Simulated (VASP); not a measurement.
# K2ZnSnF6 (a cell with a defect) in VASP: a series of runs

Aim: see how the results for K2ZnSnF6 (a cell with a defect) move with the level of theory and the settings. Levels: PBE, PBEsol+D3(BJ). Tasks: single point.

Everything below comes from runs of VASP 6.6.1. Logs are shortened: lines on timing, memory, paths and dates and some standing lists are left out, and cuts for length are marked.

## Step 1: The cell of the first run

The cell holds a defect, 10 atoms: a = 8.105 Å, b = 4.052 Å, c = 4.052 Å, α = 90.00°, β = 90.00°, γ = 90.00°.

## Step 2: Single point, PBE

INCAR reads:

```
  PREC = Accurate
  ENCUT = 520
  EDIFF = 1E-6
  ISMEAR = -1
  SIGMA = 0.05
  LREAL = F
  LASPH = T
  NELM = 60
  ALGO = Normal
  ISIF = 2
  LWAVE = F
  LCHARG = F
  GGA = PE
  NBANDS = 54
```

KPOINTS reads:

```
Automatic mesh
0
Gamma
  2 2 2
  0.5 0.5 0.5
```

POSCAR reads:

```
K2ZnSnF6
1.0
    8.1045260000      0.0000000000      0.0000000000
    0.0000000000      4.0522630000      0.0000000000
    0.0000000000      0.0000000000      4.0522630000
K Sn Zn F
2 1 1 6
Direct
    0.0017920000      0.0070160000      0.9833300000
    0.4982000000      0.0121200000      0.0135100000
    0.2560280000      0.5221670000      0.4937540000
    0.7502690000      0.5017070000      0.5164280000
    0.2469970000      0.4934500000      0.0192610000
    0.7535510000      0.5049460000      0.0078650000
    0.9961430000      0.5126730000      0.5030500000
    0.4961360000      0.4805150000      0.5138690000
    0.2537060000      0.0199760000      0.4886860000
    0.7539770000      0.0116680000      0.4918630000
```

Potentials or basis: VASP PAW PBE potentials, release 64 (K_sv, Sn_d, Zn, F).

Command:

```console
$ cat potpaw_PBE.64/K_sv/POTCAR potpaw_PBE.64/Sn_d/POTCAR potpaw_PBE.64/Zn/POTCAR potpaw_PBE.64/F/POTCAR > POTCAR
$ mpirun -np 1 vasp_std > vasp.out
```

OUTCAR:

```text
PREC = Accurate
   ENCUT = 520
   EDIFF = 1E-6
   ISMEAR = -1
   LREAL = F
   LASPH = T
   NELM = 60
   ISIF = 2
   GGA = PE

 ion  position               nearest neighbor table
   1  0.002  0.007  0.983-   7 2.79   5 2.80   7 2.83  10 2.83   6 2.85   4 3.43   3 3.47   3 3.52
                             3 3.54   3 3.59
   2  0.498  0.012  0.014-   9 2.76   8 2.78   8 2.78   5 2.82  10 2.84   3 3.40   3 3.45   3 3.50
                             3 3.54
   3  0.256  0.522  0.494-   5 1.93   8 1.95   9 2.02   9 2.04   7 2.11   5 2.13   2 3.40   2 3.45
                             1 3.47   2 3.50   1 3.52   1 3.54   2 3.54   1 3.59
   4  0.750  0.502  0.516-  10 1.99   6 1.99   7 1.99   6 2.06   8 2.06  10 2.07   1 3.43
   5  0.247  0.493  0.019-   3 1.93   3 2.13   1 2.80   2 2.82
   6  0.754  0.505  0.008-   4 1.99   4 2.06   1 2.85
   7  0.996  0.513  0.503-   4 1.99   3 2.11   1 2.79   1 2.83
   8  0.496  0.481  0.514-   3 1.95   4 2.06   2 2.78   2 2.78
   9  0.254  0.020  0.489-   3 2.02   3 2.04   2 2.76
  10  0.754  0.012  0.492-   4 1.99   4 2.07   1 2.83   2 2.84

  LATTYP: Found a simple tetragonal cell.
 ALAT       =     4.0522630000
 C/A-ratio  =     2.0000000000

  Lattice vectors:

 A1 = (   0.0000000000,   4.0522630000,   0.0000000000)
 A2 = (   0.0000000000,   0.0000000000,   4.0522630000)
 A3 = (   8.1045260000,   0.0000000000,   0.0000000000)

Analysis of symmetry for initial positions (statically):
=====================================================================
 Subroutine PRICEL returns:
 Original cell was already a primitive cell.

 Routine SETGRP: Setting up the symmetry group for a
 simple tetragonal supercell.

 Subroutine GETGRP returns: Found  1 space group operations
 (whereof  1 operations were pure point group operations)
 out of a pool of 16 trial point group operations.

The static configuration has the point symmetry C_1 .

Analysis of symmetry for dynamics (positions and initial velocities):
=====================================================================
 Subroutine PRICEL returns:
 Original cell was already a primitive cell.

 Routine SETGRP: Setting up the symmetry group for a
[... 102 lines left out ...]
   LREAL  =      F    real-space projection
   EDIFFG = 0.1E-04   stopping-criterion for IOM
   NSW    =      0    number of steps for IOM
   IBRION =     -1    ionic relax: 0-MD 1-quasi-New 2-CG
   NFREE  =      0    steps in history (QN), initial steepest desc. (CG)
   ISIF   =      2    stress and relaxation
   ISYM   =      2    0-nonsym 1-usesym 2-fastsym
   POTIM  = 0.5000    time-step for ionic-motion
   TEBEG  =    0.0;   TEEND  =   0.0 temperature during run
   PSTRESS=    0.0 pullay stress
   NELECT =      86.0000    total number of electrons
   NUPDOWN=      -1.0000    fix difference up-down
   EMIN   =  10.00;   EMAX   =-10.00  energy-range for DOS
   EFERMI =   0.00;   METHOD = LEGACY
   ISMEAR =    -1;   SIGMA  =   0.05  broadening in eV -4-tet -1-fermi 0-gaus
   EFERMI_NEDOS =   21; number of points for ismear=-14 and -15
   IALGO  =     38    algorithm
   IMIX   =      4    mixing-type and parameters
     AMIX     =   0.40;   BMIX     =  1.00
     AMIX_MAG =   1.60;   BMIX_MAG =  1.00
  volume/ion in A,a.u.               =      13.31        89.81
  Fermi-wavevector in a.u.,A,eV,Ry     =   1.415359  2.674641 27.255760  2.003242
  Thomas-Fermi vector in A             =   2.536806
   LORBIT       =      0    0 simple, 1 ext, 2 COOP (PROOUT), +10 PAW based schemes
   GGA     = PE    functional components
   LHFCALC =     F    Hartree Fock is set to
   AEXX    =    0.0000 exact exchange contribution
   IVDW    =     0    specifies the selected vdW correction
   LEPSILON=     F    determine dielectric tensor
   LRPA    =     F    only Hartree local field effects (RPA)
 non-spin polarized calculation
  energy-cutoff  :      520.00
  volume of cell :      133.08
 maximum number of plane-waves:      3590
 NGX is ok and might be reduce to    60
   NGX = 31   NGY = 15   NGZ = 15

 number of electron      86.0000044 magnetization

 Free energy of the ion-electron system (eV)
  ---------------------------------------------------
  ext. energy  EPLUGINS =         0.00000000
  ---------------------------------------------------
  free energy    TOTEN  =       -38.69309977 eV

  energy without entropy =      -38.69309977  energy(sigma->0) =      -38.69309977

 E-fermi :   6.0977     XC(G=0): -10.1483

 val. band max:        4.8037891915   @ k =   0.2500  -0.2500   0.2500
 cond. band min:       7.3829007921   @ k =   0.2500  -0.2500  -0.2500
 fundamental gap:      2.5791116005
 Fermi energy:         6.0977283638

 k-point     1 :       0.2500    0.2500    0.2500
  band No.  band energies     occupation
      1     -26.5335      2.00000
      2     -26.1926      2.00000
      3     -21.7601      2.00000
      4     -21.6092      2.00000
      5     -21.4332      2.00000
      6     -20.4755      2.00000
[... 217 lines left out ...]
     53      11.5708      0.00000
     54      11.6859      0.00000

------------------------ aborting loop because EDIFF is reached ----------------------------------------

  FORCE on cell =-STRESS in cart. coord.  units (eV):
  Direction    XX          YY          ZZ          XY          YZ          ZX
  --------------------------------------------------------------------------------------
  -------------------------------------------------------------------------------------
  Total       23.1265373     24.7953839     25.2656246     -0.7867939      0.0291075      0.2674766
  in kB      278.4186519    298.5097708    304.1709634     -9.4721525      0.3504235      3.2201302
  external PRESSURE =     293.6997954 kB  Pullay stress =       0.0000000 kB

 VOLUME and BASIS-vectors are now :
 -----------------------------------------------------------------------------
  energy-cutoff  :      520.00
  volume of cell :      133.08
      direct lattice vectors                 reciprocal lattice vectors
     8.104526000  0.000000000  0.000000000     0.123387845  0.000000000  0.000000000
     0.000000000  4.052263000  0.000000000     0.000000000  0.246775691  0.000000000
     0.000000000  0.000000000  4.052263000     0.000000000  0.000000000  0.246775691

 POSITION                                       TOTAL-FORCE (eV/Angst)
 -----------------------------------------------------------------------------------
      0.01452      0.02843      3.98471        -0.586538      0.024156      0.132022
      4.03767      0.04911      0.05475         0.741163     -0.051165     -0.134240
      2.07499      2.11596      2.00082        -2.052020      0.188499      2.318235
      6.08057      2.03305      2.09270         0.023325      0.331756     -0.325072
      2.00179      1.99959      0.07805        -0.094978     -0.423943     -1.960663
      6.10717      2.04617      0.03187        -0.206733      0.069104      0.141668
      8.07327      2.07749      2.03849        -2.471513     -0.096336     -0.048849
      4.02095      1.94717      2.08233         4.835236     -0.275702      0.030719
      2.05617      0.08095      1.98028         0.001062      0.718973     -0.228311
      6.11063      0.04728      1.99316        -0.189003     -0.485342      0.074491
 -----------------------------------------------------------------------------------
    total drift:                                0.000836     -0.001903      0.001427

  FREE ENERGIE OF THE ION-ELECTRON SYSTEM (eV)
  ---------------------------------------------------
  free  energy   TOTEN  =       -38.6930997653 eV

  energy  without entropy=      -38.6930997652  energy(sigma->0) =      -38.69309977
```

OSZICAR:

```text
N       E                     dE             d eps       ncg     rms          rms(c)
DAV:   1     0.124066378037E+04    0.12407E+04   -0.42402E+04   446   0.207E+03
DAV:   2     0.145522943914E+03   -0.10951E+04   -0.10441E+04   488   0.619E+02
DAV:   3    -0.321847867039E+02   -0.17771E+03   -0.17452E+03   488   0.225E+02
DAV:   4    -0.428171390200E+02   -0.10632E+02   -0.10580E+02   600   0.554E+01
DAV:   5    -0.431401280519E+02   -0.32299E+00   -0.32250E+00   656   0.854E+00    0.154E+01
DAV:   6    -0.386483977536E+02    0.44917E+01   -0.15333E+01   708   0.340E+01    0.866E+00
DAV:   7    -0.387290362794E+02   -0.80639E-01   -0.21697E+00   480   0.711E+00    0.543E+00
DAV:   8    -0.387231831056E+02    0.58532E-02   -0.58453E-01   680   0.107E+01    0.115E+00
DAV:   9    -0.386918341416E+02    0.31349E-01   -0.11005E-01   696   0.711E+00    0.402E-01
DAV:  10    -0.386926689052E+02   -0.83476E-03   -0.52102E-02   656   0.241E+00    0.187E-01
DAV:  11    -0.386929892035E+02   -0.32030E-03   -0.66350E-03   552   0.650E-01    0.114E-01
DAV:  12    -0.386931157713E+02   -0.12657E-03   -0.12329E-03   480   0.311E-01    0.600E-02
DAV:  13    -0.386930886122E+02    0.27159E-04   -0.32748E-04   640   0.444E-01    0.192E-02
DAV:  14    -0.386931012739E+02   -0.12662E-04   -0.73274E-05   632   0.132E-01    0.110E-02
DAV:  15    -0.386930996590E+02    0.16149E-05   -0.23965E-05   656   0.105E-01    0.256E-03
DAV:  16    -0.386930997653E+02   -0.10629E-06   -0.38924E-06   424   0.137E-02
   1 F= -.38693100E+02 E0= -.38693100E+02  d E =-.289659E-10
```

stdout:

```text
POSCAR found type information on POSCAR K SnZnF
 POSCAR found :  4 types and      10 ions
 scaLAPACK will be used
 LDA part: xc-table for (Slater+PW92), standard interpolation
 POSCAR, INCAR and KPOINTS ok, starting setup
 FFT: planning ... GRIDC
 FFT: planning ... GRID_SOFT
 FFT: planning ... GRID
 WAVECAR not read
 entering main loop
```

It took 61 s on 1 thread of Intel Xeon 8259CL, shared host; peak memory 0.24 GiB.

Results:

```
Free energy            : -38.6931 eV
Pressure               : 29.4 GPa
Largest force          : 4.843 eV/Å
Band gap on the k mesh : 2.58 eV
```

Forces on the atoms (eV/Å):
```
K   -0.587  0.024  0.132
K    0.741 -0.051 -0.134
Sn  -2.052  0.188  2.318
Zn   0.023  0.332 -0.325
F   -0.095 -0.424 -1.961
F   -0.207  0.069  0.142
F   -2.472 -0.096 -0.049
F    4.835 -0.276  0.031
F    0.001  0.719 -0.228
F   -0.189 -0.485  0.074
```

Levels at points of the mesh, in eV from the valence-band top:
```csv
k point,band 40,band 41,band 42,band 43,band 44,band 45,band 46,band 47
"(0.25, 0.25, 0.25)",-5.59,-5.05,-4.70,-0.02,2.58,4.50,4.75,4.93
```

Caveat: the k points lie up to 0.78 Å⁻¹ apart; spin-orbit coupling is left out, which moves the levels of the heavy elements.

## Step 3: Single point, PBEsol+D3(BJ)

INCAR: that of step 2 with these lines changed.

```diff
@@ -7,3 +7,3 @@
   LASPH = T
-  NELM = 60
+  NELM = 80
   ALGO = Normal
@@ -12,3 +12,4 @@
   LCHARG = F
-  GGA = PE
+  GGA = PS
+  IVDW = 12
   NBANDS = 54
```

KPOINTS is that of step 2.

POSCAR is that of step 2.

Potentials or basis: VASP PAW PBE potentials, release 64 (K_sv, Sn_d, Zn, F).

Command:

```console
$ cat potpaw_PBE.64/K_sv/POTCAR potpaw_PBE.64/Sn_d/POTCAR potpaw_PBE.64/Zn/POTCAR potpaw_PBE.64/F/POTCAR > POTCAR
$ mpirun -np 1 vasp_std > vasp.out
```

OUTCAR:

```text
PREC = Accurate
   ENCUT = 520
   EDIFF = 1E-6
   ISMEAR = -1
   LREAL = F
   LASPH = T
   NELM = 80
   ISIF = 2
   GGA = PS
   IVDW = 12
 IVDW          = 12

 ion  position               nearest neighbor table
   1  0.002  0.007  0.983-   7 2.79   5 2.80   7 2.83  10 2.83   6 2.85   4 3.43   3 3.47   3 3.52
                             3 3.54   3 3.59
   2  0.498  0.012  0.014-   9 2.76   8 2.78   8 2.78   5 2.82  10 2.84   3 3.40   3 3.45   3 3.50
                             3 3.54
   3  0.256  0.522  0.494-   5 1.93   8 1.95   9 2.02   9 2.04   7 2.11   5 2.13   2 3.40   2 3.45
                             1 3.47   2 3.50   1 3.52   1 3.54   2 3.54   1 3.59
   4  0.750  0.502  0.516-  10 1.99   6 1.99   7 1.99   6 2.06   8 2.06  10 2.07   1 3.43
   5  0.247  0.493  0.019-   3 1.93   3 2.13   1 2.80   2 2.82
   6  0.754  0.505  0.008-   4 1.99   4 2.06   1 2.85
   7  0.996  0.513  0.503-   4 1.99   3 2.11   1 2.79   1 2.83
   8  0.496  0.481  0.514-   3 1.95   4 2.06   2 2.78   2 2.78
   9  0.254  0.020  0.489-   3 2.02   3 2.04   2 2.76
  10  0.754  0.012  0.492-   4 1.99   4 2.07   1 2.83   2 2.84

  LATTYP: Found a simple tetragonal cell.
 ALAT       =     4.0522630000
 C/A-ratio  =     2.0000000000

  Lattice vectors:

 A1 = (   0.0000000000,   4.0522630000,   0.0000000000)
 A2 = (   0.0000000000,   0.0000000000,   4.0522630000)
 A3 = (   8.1045260000,   0.0000000000,   0.0000000000)

Analysis of symmetry for initial positions (statically):
=====================================================================
 Subroutine PRICEL returns:
 Original cell was already a primitive cell.

 Routine SETGRP: Setting up the symmetry group for a
 simple tetragonal supercell.

 Subroutine GETGRP returns: Found  1 space group operations
 (whereof  1 operations were pure point group operations)
 out of a pool of 16 trial point group operations.
[... 133 lines left out ...]
  Thomas-Fermi vector in A             =   2.536806
   LORBIT       =      0    0 simple, 1 ext, 2 COOP (PROOUT), +10 PAW based schemes
   GGA     = PS    functional components
   LHFCALC =     F    Hartree Fock is set to
   AEXX    =    0.0000 exact exchange contribution
   IVDW    =    12    specifies the selected vdW correction
   LEPSILON=     F    determine dielectric tensor
   LRPA    =     F    only Hartree local field effects (RPA)
 non-spin polarized calculation
  energy-cutoff  :      520.00
  volume of cell :      133.08
 maximum number of plane-waves:      3590
 NGX is ok and might be reduce to    60
   NGX = 31   NGY = 15   NGZ = 15

 number of electron      86.0000044 magnetization

 Free energy of the ion-electron system (eV)
  ---------------------------------------------------
  ext. energy  EPLUGINS =         0.00000000
  ---------------------------------------------------
  free energy    TOTEN  =       -41.32395890 eV

  energy without entropy =      -41.32395890  energy(sigma->0) =      -41.32395890

 E-fermi :   5.7981     XC(G=0): -10.4121

 val. band max:        4.5763195784   @ k =   0.2500  -0.2500   0.2500
 cond. band min:       7.1267554079   @ k =   0.2500  -0.2500  -0.2500
 fundamental gap:      2.5504358295
 Fermi energy:         5.7980789576

 k-point     1 :       0.2500    0.2500    0.2500
  band No.  band energies     occupation
      1     -26.4542      2.00000
      2     -26.1182      2.00000
      3     -21.7904      2.00000
      4     -21.6372      2.00000
      5     -21.4524      2.00000
      6     -20.4933      2.00000
[... 217 lines left out ...]
     53      11.3687      0.00000
     54      11.4769      0.00000

------------------------ aborting loop because EDIFF is reached ----------------------------------------

 Edisp (eV)   -1.58399

 E8    (eV) :    -1.0371

  FORCE on cell =-STRESS in cart. coord.  units (eV):
  Direction    XX          YY          ZZ          XY          YZ          ZX
  --------------------------------------------------------------------------------------
  -------------------------------------------------------------------------------------
  Total      17.34663    19.02772    19.50208    -0.76035     0.02569     0.25372
  in kB     208.83479   229.07324   234.78404    -9.15376     0.30931     3.05453
  external pressure =      224.23 kB  Pullay stress =        0.00 kB

 VOLUME and BASIS-vectors are now :
 -----------------------------------------------------------------------------
  energy-cutoff  :      520.00
  volume of cell :      133.08
      direct lattice vectors                 reciprocal lattice vectors
     8.104526000  0.000000000  0.000000000     0.123387845  0.000000000  0.000000000
     0.000000000  4.052263000  0.000000000     0.000000000  0.246775691  0.000000000
     0.000000000  0.000000000  4.052263000     0.000000000  0.000000000  0.246775691

 POSITION                                       TOTAL-FORCE (eV/Angst)
 -----------------------------------------------------------------------------------
      0.01452      0.02843      3.98471        -0.579589      0.024368      0.113367
      4.03767      0.04911      0.05475         0.716193     -0.026837     -0.117101
      2.07499      2.11596      2.00082        -1.984256      0.145851      2.216694
      6.08057      2.03305      2.09270         0.061716      0.291424     -0.308489
      2.00179      1.99959      0.07805        -0.078413     -0.397140     -1.863710
      6.10717      2.04617      0.03187        -0.200137      0.061209      0.113343
      8.07327      2.07749      2.03849        -2.433771     -0.090952     -0.036518
      4.02095      1.94717      2.08233         4.669077     -0.262820      0.022101
      2.05617      0.08095      1.98028         0.012886      0.696052     -0.223499
      6.11063      0.04728      1.99316        -0.183705     -0.441154      0.083812
 -----------------------------------------------------------------------------------
    total drift:                                0.000851     -0.001990      0.001439

  FREE ENERGIE OF THE ION-ELECTRON SYSTEM (eV)
  ---------------------------------------------------
  free  energy   TOTEN  =       -42.9079459120 eV

  energy  without entropy=      -42.9079459119  energy(sigma->0) =      -42.90794591
```

Wall time 61 s (1 thread of Intel Xeon 8259CL, shared host); peak memory 0.25 GiB.

Results:

```yaml
Free_energy: -42.9079 eV
Pressure: 22.4 GPa
Largest_force: 4.677 eV/Å
Band_gap_on_the_k_mesh: 2.55 eV
Dispersion_energy_per_atom: -0.158 eV
```

Forces in eV/Å, atoms in the order of the input:
```
K   -0.580  0.024  0.113
K    0.716 -0.027 -0.117
Sn  -1.984  0.146  2.217
Zn   0.062  0.291 -0.308
F   -0.078 -0.397 -1.864
F   -0.200  0.061  0.113
F   -2.434 -0.091 -0.037
F    4.669 -0.263  0.022
F    0.013  0.696 -0.223
F   -0.184 -0.441  0.084
```

Caveat: the k points lie up to 0.78 Å⁻¹ apart; the PAW data sets were made with another functional, which shifts forces and pressure a little; spin-orbit coupling is left out, which moves the levels of the heavy elements.
